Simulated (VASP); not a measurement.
# TiC (Fm-3m) in VASP: notebook

The runs below take TiC through single point, with PBEsol.

All numbers are computed with VASP 6.6.1; they aren't measurements. Logs are shortened: lines on timing, memory, paths and dates and some standing lists are left out, and cuts for length are marked.

## Step 1: The cell of the first run

The structure is cubic, space group Fm-3m (No. 225). Conventional cell: a = 4.293 Å, b = 4.293 Å, c = 4.293 Å, α = 90.00°, β = 90.00°, γ = 90.00°. Ti (site symmetry m-3m) has 6 C at 2.15 Å within 2.8 Å. Within 2.8 Å of C (site symmetry m-3m) lie 6 Ti at 2.15 Å.

## Step 2: Single point, PBEsol

INCAR

```
SYSTEM = TiC
PREC = Accurate
ENCUT = 520
EDIFF = 1E-6
ISMEAR = 0
SIGMA = 0.1
LREAL = .FALSE.
LASPH = .TRUE.
NELM = 100
ALGO = Normal
ISIF = 2
LWAVE = .FALSE.
LCHARG = .FALSE.
GGA = PS
NBANDS = 15
```

KPOINTS

```
regular mesh
0
G
  16 16 16
  0 0 0
```

POSCAR

```
TiC
1.0
    0.0000000000      2.1466778508      2.1466778508
    2.1466778508      0.0000000000      2.1466778508
    2.1466778508      2.1466778508      0.0000000000
Ti C
1 1
Direct
    0.0000000000      0.0000000000      0.0000000000
    0.5000000000      0.5000000000      0.5000000000
```

Potentials or basis: VASP PAW PBE potentials, release 64 (Ti_sv, C).

Started as:

```sh
> cat potpaw_PBE.64/Ti_sv/POTCAR potpaw_PBE.64/C/POTCAR > POTCAR
> mpirun -np 1 vasp_std > vasp.out
```

OUTCAR:

```text
SYSTEM = TiC
   PREC = Accurate
   ENCUT = 520
   EDIFF = 1E-6
   ISMEAR = 0
   LREAL = .FALSE.
   LASPH = .TRUE.
   NELM = 100
   ISIF = 2
   GGA = PS

 ion  position               nearest neighbor table
   1  0.000  0.000  0.000-   2 2.15   2 2.15   2 2.15   2 2.15   2 2.15   2 2.15
   2  0.500  0.500  0.500-   1 2.15   1 2.15   1 2.15   1 2.15   1 2.15   1 2.15

  LATTYP: Found a face centered cubic cell.
 ALAT       =     4.2933557016

  Lattice vectors:

 A1 = (   0.0000000000,   2.1466778508,   2.1466778508)
 A2 = (   2.1466778508,   0.0000000000,   2.1466778508)
 A3 = (   2.1466778508,   2.1466778508,   0.0000000000)

Analysis of symmetry for initial positions (statically):
=====================================================================
 Subroutine PRICEL returns:
 Original cell was already a primitive cell.

 Routine SETGRP: Setting up the symmetry group for a
 face centered cubic supercell.

 Subroutine GETGRP returns: Found 48 space group operations
 (whereof 48 operations were pure point group operations)
 out of a pool of 48 trial point group operations.

The static configuration has the point symmetry O_h .

Analysis of symmetry for dynamics (positions and initial velocities):
=====================================================================
 Subroutine PRICEL returns:
 Original cell was already a primitive cell.

 Routine SETGRP: Setting up the symmetry group for a
 face centered cubic supercell.

 Subroutine GETGRP returns: Found 48 space group operations
 (whereof 48 operations were pure point group operations)
 out of a pool of 48 trial point group operations.

The dynamic configuration has the point symmetry O_h .

 Subroutine INISYM returns: Found 48 space group operations
 (whereof 48 operations are pure point group operations),
 and found     1 'primitive' translations

----------------------------------------------------------------------------------------

                                     Primitive cell

  volume of cell :      19.7848

  direct lattice vectors                    reciprocal lattice vectors
     0.000000000  2.146677851  2.146677851    -0.232918041  0.232918041  0.232918041
     2.146677851  0.000000000  2.146677851     0.232918041 -0.232918041  0.232918041
     2.146677851  2.146677851  0.000000000     0.232918041  0.232918041 -0.232918041

  length of vectors
     3.035860931  3.035860931  3.035860931     0.403425881  0.403425881  0.403425881

  position of ions in fractional coordinates (direct lattice)
     0.000000000  0.000000000  0.000000000
     0.500000000  0.500000000  0.500000000

  ion indices of the primitive-cell ions
   primitive index   ion index
                 1           1
                 2           2

----------------------------------------------------------------------------------------

 KPOINTS: regular mesh

Automatic generation of k-mesh.
 Grid dimensions read from file:
 generate k-points for:   16   16   16

 Generating k-lattice:

  Cartesian coordinates                     Fractional coordinates (reciprocal lattice)
    -0.014557378  0.014557378  0.014557378     0.062500000  0.000000000  0.000000000
     0.014557378 -0.014557378  0.014557378     0.000000000  0.062500000  0.000000000
     0.014557378  0.014557378 -0.014557378     0.000000000  0.000000000  0.062500000

  Length of vectors
     0.025214118  0.025214118  0.025214118

  Shift w.r.t. Gamma in fractional coordinates (k-lattice)
     0.000000000  0.000000000  0.000000000

 Subroutine IBZKPT returns following result:
 ===========================================

 Found    145 irreducible k-points:

 Following reciprocal coordinates:
            Coordinates               Weight
  0.000000  0.000000  0.000000      1.000000
  0.062500  0.000000  0.000000      8.000000
  0.125000  0.000000  0.000000      8.000000
  0.187500  0.000000  0.000000      8.000000
  0.250000  0.000000  0.000000      8.000000
  0.312500  0.000000  0.000000      8.000000
[... 16 lines left out ...]
 -0.125000  0.062500  0.000000     24.000000
 -0.062500  0.062500  0.000000     12.000000
 [... further k-points ...]
   k-points           NKPTS =    145   k-points in BZ     NKDIM =    145   number of bands    NBANDS=     15
   number of dos      NEDOS =    301   number of ions     NIONS =      2
   total plane-waves  NPLWV =  13824
   dimension x,y,z NGX =    24 NGY =   24 NGZ =   24
   dimension x,y,z NGXF=    48 NGYF=   48 NGZF=   48
   ions per type =               1   1
   NGX,Y,Z   is equivalent  to a cutoff of  13.14, 13.14, 13.14 a.u.
   NGXF,Y,Z  is equivalent  to a cutoff of  26.29, 26.29, 26.29 a.u.
 SYSTEM =  TiC
   PREC   = accura    normal or accurate (medium, high low for compatibility)
   ISTART =      0    job   : 0-new  1-cont  2-samecut
   ICHARG =      2    charge: 1-file 2-atom 10-const
   ISPIN  =      1    spin polarized calculation?
   LNONCOLLINEAR =      F non collinear calculations
   LSORBIT =      F    spin-orbit coupling
   LASPH  =      T    aspherical Exc in radial PAW
   ENCUT  =  520.0 eV  38.22 Ry    6.18 a.u.   5.64  5.64  5.64*2*pi/ulx,y,z
   NELM   =    100;   NELMIN=  2; NELMDL= -5     # of ELM steps
   EDIFF  = 0.1E-05   stopping-criterion for ELM
   LREAL  =      F    real-space projection
   EDIFFG = 0.1E-04   stopping-criterion for IOM
   NSW    =      0    number of steps for IOM
   IBRION =     -1    ionic relax: 0-MD 1-quasi-New 2-CG
   NFREE  =      0    steps in history (QN), initial steepest desc. (CG)
   ISIF   =      2    stress and relaxation
   ISYM   =      2    0-nonsym 1-usesym 2-fastsym
   POTIM  = 0.5000    time-step for ionic-motion
   TEBEG  =    0.0;   TEEND  =   0.0 temperature during run
   PSTRESS=    0.0 pullay stress
   NELECT =      16.0000    total number of electrons
   NUPDOWN=      -1.0000    fix difference up-down
   EMIN   =  10.00;   EMAX   =-10.00  energy-range for DOS
   EFERMI =   0.00;   METHOD = LEGACY
   ISMEAR =     0;   SIGMA  =   0.10  broadening in eV -4-tet -1-fermi 0-gaus
   EFERMI_NEDOS =   21; number of points for ismear=-14 and -15
   IALGO  =     38    algorithm
   IMIX   =      4    mixing-type and parameters
     AMIX     =   0.40;   BMIX     =  1.00
     AMIX_MAG =   1.60;   BMIX_MAG =  1.00
  volume/ion in A,a.u.               =       9.89        66.76
  Fermi-wavevector in a.u.,A,eV,Ry     =   1.525239  2.882284 31.651975  2.326355
  Thomas-Fermi vector in A             =   2.633437
   LORBIT       =      0    0 simple, 1 ext, 2 COOP (PROOUT), +10 PAW based schemes
   GGA     = PS    functional components
   LHFCALC =     F    Hartree Fock is set to
   AEXX    =    0.0000 exact exchange contribution
   IVDW    =     0    specifies the selected vdW correction
   LEPSILON=     F    determine dielectric tensor
   LRPA    =     F    only Hartree local field effects (RPA)
 non-spin polarized calculation
 Gauss-broadening in eV      SIGMA  =   0.10
  energy-cutoff  :      520.00
  volume of cell :       19.78
 maximum number of plane-waves:       544
   NGX = 11   NGY = 11   NGZ = 11

 number of electron      16.0000003 magnetization

 Free energy of the ion-electron system (eV)
  ---------------------------------------------------
  ext. energy  EPLUGINS =         0.00000000
  ---------------------------------------------------
  free energy    TOTEN  =       -19.80236766 eV

  energy without entropy =      -19.80041936  energy(sigma->0) =      -19.80139351

 E-fermi :   9.6041     XC(G=0): -12.9981

 val. band max:        9.5936903361   @ k =   0.1250   0.1250   0.0000
 cond. band min:       9.6054405944   @ k =   0.1250   0.0625   0.0000
 fundamental gap:      0.0117502583
 Fermi energy:         9.6041065342

 k-point     1 :       0.0000    0.0000    0.0000
  band No.  band energies     occupation
      1     -46.6374      2.00000
      2     -22.7494      2.00000
      3     -22.7494      2.00000
      4     -22.7494      2.00000
      5      -2.8758      2.00000
      6      10.2879      0.00000
      7      10.2879      0.00000
      8      10.2879      0.00000
      9      11.3531      0.00000
     10      11.3531      0.00000
     11      11.3531      0.00000
     12      11.3981      0.00000
     13      11.3981      0.00000
     14      20.4858      0.00000
     15      23.6475      0.00000

 k-point     2 :       0.0625    0.0000    0.0000
  band No.  band energies     occupation
      1     -46.6342      2.00000
      2     -22.7716      2.00000
      3     -22.7514      2.00000
      4     -22.7514      2.00000
      5      -2.7836      2.00000
      6       9.8414      0.00079
      7      10.0942      0.00000
      8      10.0942      0.00000
      9      10.6649      0.00000
     10      10.6649      0.00000
     11      11.5941      0.00000
     12      12.4156      0.00000
     13      12.4156      0.00000
     14      20.6434      0.00000
     15      23.7038      0.00000

 k-point     3 :       0.1250    0.0000    0.0000
  band No.  band energies     occupation
      1     -46.6251      2.00000
      2     -22.8344      2.00000
      3     -22.7572      2.00000
      4     -22.7572      2.00000
      5      -2.5128      2.00000
      6       8.9513      2.00000
      7       9.3203      1.99994
      8       9.3203      1.99994
      9      10.7333      0.00000
     10      10.7333      0.00000
     11      11.9333      0.00000
     12      13.5153      0.00000
     13      13.5153      0.00000
     14      21.0218      0.00000
     15      23.7803      0.00000
[... 343 lines left out ...]
 k-point    23 :      -0.1250    0.0625    0.0000
  band No.  band energies     occupation
      1     -46.6185      2.00000
      2     -22.8709      2.00000
      3     -22.7779      2.00000
      4     -22.7542      2.00000
      5      -2.3112      2.00000
      6       8.4643      2.00000
      7       8.7998      2.00000
      8       8.9910      2.00000
      9      10.6111      0.00000
     10      11.2013      0.00000
     11      12.2535      0.00000
     12      13.3641      0.00000
     13      14.5175      0.00000
     14      21.2746      0.00000
     15      23.7951      0.00000

 k-point    24 :      -0.0625    0.0625    0.0000
  band No.  band energies     occupation
      1     -46.6291      2.00000
      2     -22.8022      2.00000
      3     -22.7639      2.00000
      4     -22.7506      2.00000
      5      -2.6328      2.00000
      6       9.3845      1.99811
      7       9.5567      1.49709
      8       9.5904      1.15343
      9      10.4039      0.00000
     10      11.0289      0.00000
     11      11.9517      0.00000
     12      12.5476      0.00000
     13      13.4360      0.00000
     14      20.8849      0.00000
     15      23.7684      0.00000

 [... further k-points ...]
[... 5 lines left out ...]
  --------------------------------------------------------------------------------------
  -------------------------------------------------------------------------------------
  Total        0.0316041      0.0316041      0.0316041      0.0000000      0.0000000     -0.0000000
  in kB        2.5593120      2.5593120      2.5593120      0.0000000      0.0000000     -0.0000000
  external PRESSURE =       2.5593120 kB  Pullay stress =       0.0000000 kB

 VOLUME and BASIS-vectors are now :
 -----------------------------------------------------------------------------
  energy-cutoff  :      520.00
  volume of cell :       19.78
      direct lattice vectors                 reciprocal lattice vectors
     0.000000000  2.146677851  2.146677851    -0.232918041  0.232918041  0.232918041
     2.146677851  0.000000000  2.146677851     0.232918041 -0.232918041  0.232918041
     2.146677851  2.146677851  0.000000000     0.232918041  0.232918041 -0.232918041

 POSITION                                       TOTAL-FORCE (eV/Angst)
 -----------------------------------------------------------------------------------
      0.00000      0.00000      0.00000         0.000000      0.000000      0.000000
      2.14668      2.14668      2.14668         0.000000      0.000000     -0.000000
 -----------------------------------------------------------------------------------
    total drift:                                0.000000     -0.000000     -0.000000

  FREE ENERGIE OF THE ION-ELECTRON SYSTEM (eV)
  ---------------------------------------------------
  free  energy   TOTEN  =       -19.8023676646 eV

  energy  without entropy=      -19.8004193577  energy(sigma->0) =      -19.80139351
```

Run time: 26 s. Hardware: 1 thread of AMD EPYC 9R45 (Zen 5), shared host; peak memory 0.14 GiB.

What came out:

```
Free energy            : -19.8024 eV
Pressure               : 0.3 GPa
Band gap on the k mesh : zero (band 8 reaches 10.29 eV, above the bottom of band 9 at 9.20 eV)
```

Levels at points of the mesh, in eV from the Fermi level:
```
           k point  band 4  band 5  band 6  band 7  band 8  band 9  band 10  band 11  band 12  band 13
(0.00, 0.00, 0.00)  -32.35  -12.48    0.68    0.68    0.68    1.75     1.75     1.75     1.79     1.79
(0.50, 0.00, 0.00)  -32.41   -8.83   -5.99   -2.97   -2.97    3.04     3.04     4.27     8.32     8.49
(0.50, 0.50, 0.00)  -32.54  -10.15   -3.45   -1.74    0.01    0.01     2.85     3.67     3.67     6.13
```

Caveat: the PAW data sets were made with another functional, which shifts forces and pressure a little.

## Step 3: Single point, PBEsol

INCAR

```
PREC = Accurate
ENCUT = 520
EDIFF = 1E-6
ISMEAR = -1
SIGMA = 0.15
LREAL = False
LASPH = True
NELM = 80
ALGO = Normal
ISIF = 2
LWAVE = False
LCHARG = True
GGA = PS
LELF = True
LVHAR = True
NBANDS = 15
```

KPOINTS

```
Automatic mesh
0
Gamma
  16 16 16
```

POSCAR

```
TiC
1.0
    0.0000000000      2.1467992792      2.1467992792
    2.1467992792      0.0000000000      2.1467992792
    2.1467992792      2.1467992792      0.0000000000
Ti C
1 1
Direct
    0.0000000000      0.0000000000      0.0000000000
    0.5000000000      0.5000000000      0.5000000000
```

Potentials or basis: VASP PAW PBE potentials, release 64 (Ti_sv, C).

Started as:

```sh
> cat potpaw_PBE.64/Ti_sv/POTCAR potpaw_PBE.64/C/POTCAR > POTCAR
> mpirun -np 1 vasp_std > vasp.out
```

Wall time 26 s (1 thread of AMD EPYC 9R45 (Zen 5), shared host); peak memory 0.14 GiB.

It converged, with:

```yaml
Free_energy: -19.8136 eV
Pressure: 0.3 GPa
Band_gap_on_the_k_mesh: zero (band 8 reaches 10.29 eV, above the bottom of band 9 at 9.20 eV)
```

Levels at points of the mesh, in eV from the Fermi level:
```
           k point  band 4  band 5  band 6  band 7  band 8  band 9  band 10  band 11  band 12  band 13
(0.00, 0.00, 0.00)  -32.35  -12.48    0.68    0.68    0.68    1.75     1.75     1.75     1.79     1.79
(0.50, 0.00, 0.00)  -32.41   -8.83   -5.99   -2.97   -2.97    3.04     3.04     4.27     8.32     8.48
(0.50, 0.50, 0.00)  -32.54  -10.16   -3.45   -1.74    0.01    0.01     2.85     3.67     3.67     6.13
```

Caveat: the PAW data sets were made with another functional, which shifts forces and pressure a little.
